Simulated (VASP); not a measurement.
A run of VASP 6.6.1 is set up as follows.

INCAR

```
SYSTEM = Sn3H
PREC     = Accurate       ! precision mode
ENCUT    = 520            ! plane-wave cutoff, eV
EDIFF    = 1E-6           ! SCF threshold, eV
ISMEAR   = 0              ! smearing method
SIGMA    = 0.1            ! smearing width, eV
LREAL    = .False.        ! projectors in reciprocal space
LASPH    = .True.         ! aspherical terms in the spheres
NELM     = 80             ! most SCF steps
ALGO     = Normal         ! electronic algorithm
ISIF     = 2              ! what is computed and relaxed
LWAVE    = .False.        ! write WAVECAR
LCHARG   = .True.         ! write CHGCAR
GGA      = PE             ! functional
LELF     = .True.         ! ELF
LVHAR    = .True.       
NBANDS   = 30             ! bands
```

File KPOINTS:

```
Automatic mesh
0
Gamma
  4 4 4
  0 0 0
```

POSCAR

```
Sn3H
1.0
    0.0000000000      3.5979065356      3.5979065356
    3.5979065356      0.0000000000      3.5979065356
    3.5979065356      3.5979065356      0.0000000000
Sn H
3 1
Direct
    0.7500000000      0.7500000000      0.7500000000
    0.2500000000      0.2500000000      0.2500000000
    0.0000000000      0.0000000000      0.0000000000
    0.5000000000      0.5000000000      0.5000000000
```

Potentials or basis: VASP PAW PBE potentials, release 64 (Sn_d, H).

Command:

```console
$ cat potpaw_PBE.64/Sn_d/POTCAR potpaw_PBE.64/H/POTCAR > POTCAR
$ mpirun -np 1 vasp_std > vasp.out
```

Task: Predict the pressure.

Result: -0.1 GPa.

Caveat: the k points lie up to 0.38 Å⁻¹ apart.
